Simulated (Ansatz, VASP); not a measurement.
**LiPdC4 in VASP and in Ansatz**

```
Li Pd C
1.0
     4.02961    0.00000    0.00000
     0.00000    4.02961    0.00000
     0.00000    0.00000    3.73512
Li Pd C
1 1 4
Direct
  0.00000 0.00000 0.00000
  0.50000 0.50000 0.50000
  0.50000 0.00000 0.17460
  0.00000 0.50000 0.82540
  0.50000 0.00000 0.82540
  0.00000 0.50000 0.17460
```

Alike in both runs: functional PBE; k mesh 10 × 10 × 10; occupations gaussian, width 0.1 eV; no spin polarisation.

Ansatz relaxed the structure, and its values are those at the end. VASP's run is a single point on that final structure, the one shown.

|  | VASP | Ansatz |
| --- | --- | --- |
| version | VASP 6.6.1 | Ansatz 0.2.0 |
| potentials or method | VASP PAW PBE potentials, release 64 (Li_sv, Pd, C), cutoff 520 eV | scalar-relativistic, plane waves, PAW |
| valence electrons in the cell | 29 | 37 |

```tsv
	VASP	Ansatz	Ansatz less VASP
gap on the k mesh at the Fermi level (eV)	none	none	-
rms of the force components (eV/Å)	0.036	0.000	-0.0362
```

A gap of «none» marks a metal or a gap that the smearing closes. VASP's potentials hold 29 valence electrons a cell and Ansatz's 37, so a difference there can come from the potentials and not from the codes.

Noted on VASP's run: the cutoff is short for stress, so the pressure is rough.
